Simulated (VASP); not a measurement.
# MoS2 (P6_3/mmc) in VASP: notebook

Runs on MoS2. Level: PBEsol. Tasks: single point.

All numbers are computed with VASP 6.6.1; they aren't measurements. Logs are shortened: lines on timing, memory, paths and dates and some standing lists are left out, and cuts for length are marked.

### 1 The cell of the first run

It takes space group P6_3/mmc (No. 194, hexagonal). The conventional cell has a = 3.047 Å, b = 3.047 Å, c = 12.696 Å, α = 90.00°, β = 90.00°, γ = 120.00°. Mo (site symmetry -6m2) has 6 S at 2.36 Å and 6 Mo at 3.05 Å within 3.1 Å. Within 3.2 Å of S (site symmetry 3m) lie 3 Mo at 2.36 Å and 7 S at 3.05 to 3.15 Å.

### 2 Single point, PBEsol

File INCAR:

```
PREC     = Accurate       # precision mode
ENCUT    = 520            # plane-wave cutoff, eV
EDIFF    = 1E-6           # SCF threshold, eV
ISMEAR   = 1              # smearing method
SIGMA    = 0.165          # smearing width, eV
LREAL    = F              # projectors in reciprocal space
LASPH    = T              # aspherical terms in the spheres
NELM     = 60             # most SCF steps
ALGO     = Normal         # electronic algorithm
ISIF     = 2              # what is computed and relaxed
LWAVE    = F              # write WAVECAR
LCHARG   = T              # write CHGCAR
GGA      = PS             # functional
LELF     = T              # ELF
LVHAR    = T            
NBANDS   = 35             # bands
```

File KPOINTS:

```
regular mesh
0
Gamma
  12 12 2
```

File POSCAR:

```
MoS2
1.0
    3.0474000000      0.0000000000      0.0000000000
   -1.5237000000      2.6391258155      0.0000000000
    0.0000000000      0.0000000000     12.6960000000
Mo S
2 4
Direct
    0.3333333333      0.6666666667      0.2500000000
    0.6666666667      0.3333333333      0.7500000000
    0.3333333333      0.6666666667      0.6259932117
    0.6666666667      0.3333333333      0.1259932117
    0.3333333333      0.6666666667      0.8740067883
    0.6666666667      0.3333333333      0.3740067883
```

Potentials or basis: VASP PAW PBE potentials, release 64 (Mo_sv, S).

Started as:

```console
> cat potpaw_PBE.64/Mo_sv/POTCAR potpaw_PBE.64/S/POTCAR > POTCAR
> mpirun -np 1 vasp_std > vasp.out
```

OUTCAR:

```text
PREC = Accurate
   ENCUT = 520
   EDIFF = 1E-6
   ISMEAR = 1
   LREAL = F
   LASPH = T
   NELM = 60
   ISIF = 2
   GGA = PS

 ion  position               nearest neighbor table
   1  0.333  0.667  0.250-   4 2.36   6 2.36   4 2.36   6 2.36   4 2.36   6 2.36
   2  0.667  0.333  0.750-   3 2.36   5 2.36   3 2.36   5 2.36   3 2.36   5 2.36
   3  0.333  0.667  0.626-   2 2.36   2 2.36   2 2.36
   4  0.667  0.333  0.126-   1 2.36   1 2.36   1 2.36
   5  0.333  0.667  0.874-   2 2.36   2 2.36   2 2.36
   6  0.667  0.333  0.374-   1 2.36   1 2.36   1 2.36

  LATTYP: Found a hexagonal cell.
 ALAT       =     3.0474000000
 C/A-ratio  =     4.1661744438

  Lattice vectors:

 A1 = (   3.0474000000,   0.0000000000,   0.0000000000)
 A2 = (  -1.5237000000,   2.6391258155,   0.0000000000)
 A3 = (   0.0000000000,   0.0000000000,  12.6960000000)

Analysis of symmetry for initial positions (statically):
=====================================================================
 Subroutine PRICEL returns:
 Original cell was already a primitive cell.

 Routine SETGRP: Setting up the symmetry group for a
 hexagonal supercell.

 Subroutine GETGRP returns: Found 24 space group operations
 (whereof 12 operations were pure point group operations)
 out of a pool of 24 trial point group operations.

The static configuration has the point symmetry D_3d.
 The point group associated with its full space group is D_6h.

Analysis of symmetry for dynamics (positions and initial velocities):
=====================================================================
 Subroutine PRICEL returns:
 Original cell was already a primitive cell.

 Routine SETGRP: Setting up the symmetry group for a
 hexagonal supercell.

 Subroutine GETGRP returns: Found 24 space group operations
 (whereof 12 operations were pure point group operations)
 out of a pool of 24 trial point group operations.

The dynamic configuration has the point symmetry D_3d.
 The point group associated with its full space group is D_6h.

 Subroutine INISYM returns: Found 24 space group operations
 (whereof 12 operations are pure point group operations),
 and found     1 'primitive' translations

----------------------------------------------------------------------------------------

                                     Primitive cell

  volume of cell :     102.1072

  direct lattice vectors                    reciprocal lattice vectors
     3.047400000  0.000000000  0.000000000     0.328148586  0.189456674  0.000000000
    -1.523700000  2.639125815  0.000000000     0.000000000  0.378913349  0.000000000
     0.000000000  0.000000000 12.696000000     0.000000000  0.000000000  0.078764965

  length of vectors
     3.047400000  3.047400000 12.696000000     0.378913349  0.378913349  0.078764965

  position of ions in fractional coordinates (direct lattice)
     0.333333333  0.666666667  0.250000000
     0.666666667  0.333333333  0.750000000
     0.333333333  0.666666667  0.625993212
     0.666666667  0.333333333  0.125993212
     0.333333333  0.666666667  0.874006788
     0.666666667  0.333333333  0.374006788

  ion indices of the primitive-cell ions
   primitive index   ion index
                 1           1
                 2           2
                 3           3
                 4           4
                 5           5
                 6           6

----------------------------------------------------------------------------------------

 KPOINTS: regular mesh

Automatic generation of k-mesh.
 Grid dimensions read from file:
 generate k-points for:   12   12    2

 Generating k-lattice:

  Cartesian coordinates                     Fractional coordinates (reciprocal lattice)
     0.027345715  0.015788056  0.000000000     0.083333333 -0.000000000  0.000000000
     0.000000000  0.031576112  0.000000000     0.000000000  0.083333333  0.000000000
     0.000000000  0.000000000  0.039382483     0.000000000  0.000000000  0.500000000

  Length of vectors
     0.031576112  0.031576112  0.039382483

  Shift w.r.t. Gamma in fractional coordinates (k-lattice)
     0.000000000  0.000000000  0.000000000

 Subroutine IBZKPT returns following result:
 ===========================================

 Found     38 irreducible k-points:

 Following reciprocal coordinates:
            Coordinates               Weight
  0.000000  0.000000  0.000000      1.000000
  0.083333 -0.000000  0.000000      6.000000
  0.166667 -0.000000  0.000000      6.000000
  0.250000 -0.000000  0.000000      6.000000
  0.333333 -0.000000  0.000000      6.000000
  0.416667 -0.000000  0.000000      6.000000
[... 16 lines left out ...]
  0.250000 -0.000000  0.500000      6.000000
  0.333333 -0.000000  0.500000      6.000000
 [... further k-points ...]
   k-points           NKPTS =     38   k-points in BZ     NKDIM =     38   number of bands    NBANDS=     35
   number of dos      NEDOS =    301   number of ions     NIONS =      6
   total plane-waves  NPLWV =  55296
[... 41 lines left out ...]
 Methfessel and Paxton  Order N= 1 SIGMA  =   0.17
  energy-cutoff  :      520.00
  volume of cell :      102.11
 maximum number of plane-waves:      2772
 NGX is ok and might be reduce to    24

 number of electron      52.0000004 magnetization

 Free energy of the ion-electron system (eV)
  ---------------------------------------------------
  ext. energy  EPLUGINS =         0.00000000
  ---------------------------------------------------
  free energy    TOTEN  =       -46.71261013 eV

  energy without entropy =      -46.71306697  energy(sigma->0) =      -46.71276241

 E-fermi :   7.6909     XC(G=0): -11.1696

 val. band max:        7.6401233398   @ k =   0.0000   0.0000   0.0000
 cond. band min:       8.7844331425   @ k =   0.1667   0.1667   0.0000
 fundamental gap:      1.1443098028
 Fermi energy:         7.6909025352

 k-point     1 :       0.0000    0.0000    0.0000
  band No.  band energies     occupation
      1     -53.2851      2.00000
      2     -53.2850      2.00000
      3     -27.5757      2.00000
      4     -27.5757      2.00000
      5     -27.1750      2.00000
      6     -27.1750      2.00000
[... 27 lines left out ...]
     34      10.7629     -0.00000
     35      14.1815      0.00000

 k-point     2 :       0.0833   -0.0000    0.0000
  band No.  band energies     occupation
      1     -53.2806      2.00000
      2     -53.2806      2.00000
      3     -27.5676      2.00000
      4     -27.5675      2.00000
      5     -27.2156      2.00000
      6     -27.2156      2.00000
[... 27 lines left out ...]
     34      10.7000     -0.00000
     35      14.7066      0.00000

 k-point     3 :       0.1667   -0.0000    0.0000
  band No.  band energies     occupation
      1     -53.2683      2.00000
      2     -53.2683      2.00000
      3     -27.5452      2.00000
      4     -27.5452      2.00000
      5     -27.3253      2.00000
      6     -27.3253      2.00000
[... 27 lines left out ...]
     34      11.1752      0.00000
     35      15.5648      0.00000

 k-point     4 :       0.2500   -0.0000    0.0000
  band No.  band energies     occupation
      1     -53.2515      2.00000
      2     -53.2515      2.00000
      3     -27.5146      2.00000
      4     -27.5145      2.00000
      5     -27.4724      2.00000
      6     -27.4724      2.00000
[... 27 lines left out ...]
     34      11.6424      0.00000
     35      15.5239      0.00000

 k-point     5 :       0.3333   -0.0000    0.0000
  band No.  band energies     occupation
      1     -53.2346      2.00000
      2     -53.2346      2.00000
      3     -27.6165      2.00000
      4     -27.6165      2.00000
      5     -27.4837      2.00000
      6     -27.4837      2.00000
[... 638 lines left out ...]
 k-point    22 :       0.1667   -0.0000    0.5000
  band No.  band energies     occupation
      1     -53.2683      2.00000
      2     -53.2683      2.00000
      3     -27.5452      2.00000
      4     -27.5452      2.00000
      5     -27.3253      2.00000
      6     -27.3253      2.00000
[... 27 lines left out ...]
     34      11.1267      0.00000
     35      15.7308      0.00000

 k-point    23 :       0.2500   -0.0000    0.5000
  band No.  band energies     occupation
      1     -53.2515      2.00000
      2     -53.2515      2.00000
      3     -27.5145      2.00000
      4     -27.5145      2.00000
      5     -27.4724      2.00000
      6     -27.4724      2.00000
[... 27 lines left out ...]
     34      11.5539      0.00000
     35      15.4455      0.00000

 k-point    24 :       0.3333   -0.0000    0.5000
  band No.  band energies     occupation
      1     -53.2346      2.00000
      2     -53.2346      2.00000
      3     -27.6165      2.00000
      4     -27.6165      2.00000
      5     -27.4837      2.00000
      6     -27.4837      2.00000
[... 27 lines left out ...]
     34      11.8322      0.00000
     35      14.7726      0.00000

 [... further k-points ...]
[... 5 lines left out ...]
  --------------------------------------------------------------------------------------
  -------------------------------------------------------------------------------------
  Total        6.7596193      6.7596193      2.3474269      0.0000000     -0.0000000      0.0000000
  in kB      106.0660378    106.0660378     36.8337717      0.0000000     -0.0000000      0.0000000
  external PRESSURE =      82.9886158 kB  Pullay stress =       0.0000000 kB

 VOLUME and BASIS-vectors are now :
 -----------------------------------------------------------------------------
  energy-cutoff  :      520.00
  volume of cell :      102.11
      direct lattice vectors                 reciprocal lattice vectors
     3.047400000  0.000000000  0.000000000     0.328148586  0.189456674  0.000000000
    -1.523700000  2.639125815  0.000000000     0.000000000  0.378913349  0.000000000
     0.000000000  0.000000000 12.696000000     0.000000000  0.000000000  0.078764965

 POSITION                                       TOTAL-FORCE (eV/Angst)
 -----------------------------------------------------------------------------------
     -0.00000      1.75942      3.17400         0.000000     -0.000000      0.000000
      1.52370      0.87971      9.52200        -0.000000      0.000000      0.000000
     -0.00000      1.75942      7.94761         0.000000     -0.000000     -0.380157
      1.52370      0.87971      1.59961        -0.000000     -0.000000     -0.380157
     -0.00000      1.75942     11.09639         0.000000      0.000000      0.380157
      1.52370      0.87971      4.74839        -0.000000      0.000000      0.380157
 -----------------------------------------------------------------------------------
    total drift:                               -0.000000      0.000000     -0.000000

  FREE ENERGIE OF THE ION-ELECTRON SYSTEM (eV)
  ---------------------------------------------------
  free  energy   TOTEN  =       -46.7126101344 eV

  energy  without entropy=      -46.7130669738  energy(sigma->0) =      -46.71276241
```

Run time: 3.1 min. Hardware: 1 thread of AMD EPYC 7R13, shared host; peak memory 0.25 GiB.

Results:

```
Free energy            : -46.7126 eV
Pressure               : 8.3 GPa
Largest force          : 0.380 eV/Å
Band gap on the k mesh : 1.14 eV (least direct gap 2.10 eV)
```

Forces in eV/Å, atoms in the order of the input:
```
Mo   0.000  0.000  0.000
Mo   0.000  0.000  0.000
S    0.000  0.000 -0.380
S    0.000  0.000 -0.380
S    0.000  0.000  0.380
S    0.000  0.000  0.380
```

Levels at points of the mesh, in eV from the valence-band top:
| k point | band 22 | band 23 | band 24 | band 25 | band 26 | band 27 | band 28 | band 29 | band 30 | band 31 |
| --- | --- | --- | --- | --- | --- | --- | --- | --- | --- | --- |
| (0.00, 0.00, 0.00) | -1.59 | -1.59 | -1.38 | -1.25 | 0.00 | 2.82 | 2.82 | 2.84 | 2.84 | 3.01 |
| (0.50, 0.00, 0.00) | -2.45 | -1.08 | -1.07 | -1.06 | -0.92 | 2.45 | 2.48 | 2.66 | 3.02 | 3.38 |
| (0.00, 0.00, 0.50) | -1.60 | -1.60 | -1.60 | -0.33 | -0.33 | 2.83 | 2.83 | 2.83 | 2.83 | 3.07 |
| (0.50, 0.00, 0.50) | -2.55 | -1.07 | -1.07 | -0.99 | -0.99 | 2.47 | 2.47 | 2.85 | 2.85 | 3.71 |

Caveat: the stress differs along the axes, from 4 to 11 GPa; the PAW data sets were made with another functional, which shifts forces and pressure a little; this functional lacks dispersion, which binds layers or chains, so the pressure and a relaxed spacing across them are unreliable. PBEsol gaps usually lie below the measured ones, often by a third to a half.

### 3 Single point, PBEsol

This run uses another cell than the first one, of the same volume but with other edges.

File INCAR:

```
SYSTEM = MoS2
  PREC = Accurate
  ENCUT = 520
  EDIFF = 1E-7
  ISMEAR = 1
  SIGMA = 0.125
  LREAL = .FALSE.
  LASPH = .TRUE.
  NELM = 100
  ALGO = Normal
  ISIF = 2
  LWAVE = .FALSE.
  LCHARG = .FALSE.
  GGA = PS
  NBANDS = 35
```

File KPOINTS:

```
regular mesh
0
G
  12 12 2
  0 0 0
```

Edit POSCAR of step 2 so:

```diff
@@ -2,5 +2,5 @@
 1.0
-    3.0474000000      0.0000000000      0.0000000000
-   -1.5237000000      2.6391258155      0.0000000000
-    0.0000000000      0.0000000000     12.6960000000
+    3.1102000000      0.0000000000      0.0000000000
+   -1.5551000000      2.6935122108      0.0000000000
+    0.0000000000      0.0000000000     12.1932000000
 Mo S
```

Potentials or basis: VASP PAW PBE potentials, release 64 (Mo_sv, S).

Started as:

```console
> cat potpaw_PBE.64/Mo_sv/POTCAR potpaw_PBE.64/S/POTCAR > POTCAR
> mpirun -np 1 vasp_std > vasp.out
```

It took 3.5 min on 1 thread of AMD EPYC 7R13, shared host; peak memory 0.25 GiB.

Results (log left out):

```
Free energy            : -46.7427 eV
Pressure               : 8.9 GPa
Largest force          : 1.196 eV/Å
Band gap on the k mesh : 0.87 eV (least direct gap 1.75 eV)
```

Forces in eV/Å, atoms in the order of the input:
```
Mo   0.000  0.000  0.000
Mo   0.000  0.000  0.000
S    0.000  0.000 -1.196
S    0.000  0.000 -1.196
S    0.000  0.000  1.196
S    0.000  0.000  1.196
```

Stress tensor (GPa, compression positive):
```
 7.34  0.00  0.00
 0.00  7.34  0.00
 0.00  0.00 11.99
```

Levels at points of the mesh, in eV from the valence-band top:
| k point | band 24 | band 25 | band 26 | band 27 | band 28 | band 29 |
| --- | --- | --- | --- | --- | --- | --- |
| (0.00, 0.00, 0.00) | -1.33 | -1.32 | 0.00 | 2.16 | 2.16 | 2.18 |
| (0.50, 0.00, 0.00) | -1.71 | -1.59 | -1.47 | 1.63 | 1.67 | 2.08 |
| (0.00, 0.00, 0.50) | -2.47 | -0.32 | -0.32 | 2.16 | 2.16 | 2.16 |
| (0.50, 0.00, 0.50) | -1.80 | -1.52 | -1.52 | 1.65 | 1.65 | 2.23 |

Caveat: the cell stands under pressure; the PAW data sets were made with another functional, which shifts forces and pressure a little; this functional lacks dispersion, which binds layers or chains, so the pressure and a relaxed spacing across them are unreliable. A k mesh can miss the band edges.

### 4 Single point, PBEsol

File INCAR:

```
PREC     = Accurate       # precision mode
ENCUT    = 520            # plane-wave cutoff, eV
EDIFF    = 1E-7           # SCF threshold, eV
ISMEAR   = 1              # smearing method
SIGMA    = 0.177          # smearing width, eV
LREAL    = F              # projectors in reciprocal space
LASPH    = T              # aspherical terms in the spheres
NELM     = 100            # most SCF steps
ALGO     = Normal         # electronic algorithm
ISIF     = 2              # what is computed and relaxed
LWAVE    = F              # write WAVECAR
LCHARG   = F              # write CHGCAR
GGA      = PS             # functional
NBANDS   = 35             # bands
```

File KPOINTS:

```
regular mesh
0
Gamma
  12 12 2
```

Edit POSCAR of step 3 so:

```diff
@@ -2,5 +2,5 @@
 1.0
-    3.1102000000      0.0000000000      0.0000000000
-   -1.5551000000      2.6935122108      0.0000000000
-    0.0000000000      0.0000000000     12.1932000000
+    3.0160000000      0.0000000000      0.0000000000
+   -1.5080000000      2.6119326178      0.0000000000
+    0.0000000000      0.0000000000     12.9474000000
 Mo S
```

Started as:

```console
> cat potpaw_PBE.64/Mo_sv/POTCAR potpaw_PBE.64/S/POTCAR > POTCAR
> mpirun -np 1 vasp_std > vasp.out
```

Wall time 4.2 min (1 thread of AMD EPYC 7R13, shared host); peak memory 0.25 GiB.

Results (log left out):

- Free energy: -46.5810 eV
- Pressure: 8.3 GPa
- Band gap on the k mesh: 1.25 eV (least direct gap 2.10 eV)

Forces in eV/Å, atoms in the order of the input:
```
Mo   0.000  0.000  0.000
Mo   0.000  0.000  0.000
S    0.000  0.000  0.002
S    0.000  0.000  0.002
S    0.000  0.000 -0.002
S    0.000  0.000 -0.002
```

Stress tensor (GPa, compression positive):
```
12.55  0.00  0.00
 0.00 12.55  0.00
 0.00  0.00 -0.28
```

Levels at points of the mesh, in eV from the valence-band top:
```tsv
k point	band 23	band 24	band 25	band 26	band 27	band 28	band 29	band 30
(0.00, 0.00, 0.00)	-1.19	-1.17	-1.17	-0.04	3.14	3.14	3.16	3.16
(0.50, 0.00, 0.00)	-0.89	-0.86	-0.68	-0.55	2.85	2.87	2.89	3.26
(0.00, 0.00, 0.50)	-1.18	-1.18	-0.37	-0.37	3.15	3.15	3.15	3.15
(0.50, 0.00, 0.50)	-0.87	-0.87	-0.61	-0.61	2.86	2.86	3.08	3.08
```

Caveat: the stress differs along the axes, from -0 to 13 GPa; the PAW data sets were made with another functional, which shifts forces and pressure a little; this functional lacks dispersion, which binds layers or chains, so the pressure and a relaxed spacing across them are unreliable.

### 5 Summary

| cell | smearing | gap on the mesh (eV) | pressure (GPa) | largest force (eV/Å) |
| --- | --- | --- | --- | --- |
| a = 3.047, b = 3.047, c = 12.696 Å, angles 90.0, 90.0, 120.0°, 6 atoms | methfessel-paxton 0.165 eV | 1.14 | 8.3 | 0.38 |
| a = 3.110, b = 3.110, c = 12.193 Å, angles 90.0, 90.0, 120.0°, 6 atoms | methfessel-paxton 0.125 eV | 0.87 | 8.9 | 1.20 |
| a = 3.016, b = 3.016, c = 12.947 Å, angles 90.0, 90.0, 120.0°, 6 atoms | methfessel-paxton 0.177 eV | 1.25 | 8.3 | - |

Alike in all rows: task single point; level PBEsol; potentials or basis VASP PAW PBE potentials, release 64 (Mo_sv, S); no spin polarisation; k mesh 12 × 12 × 2; cutoff (eV) 520.

Caveats: the PAW data sets were made with another functional, which shifts forces and pressure a little; this functional lacks dispersion, which binds layers or chains, so the pressure and a relaxed spacing across them are unreliable; the stress differs along the axes, from 4 to 11 GPa (at least some runs); the cell stands under pressure (at least some runs); the stress differs along the axes, from -0 to 13 GPa (at least some runs).

Total energies depend on the potentials used, so only differences within one code and one set of settings carry meaning.
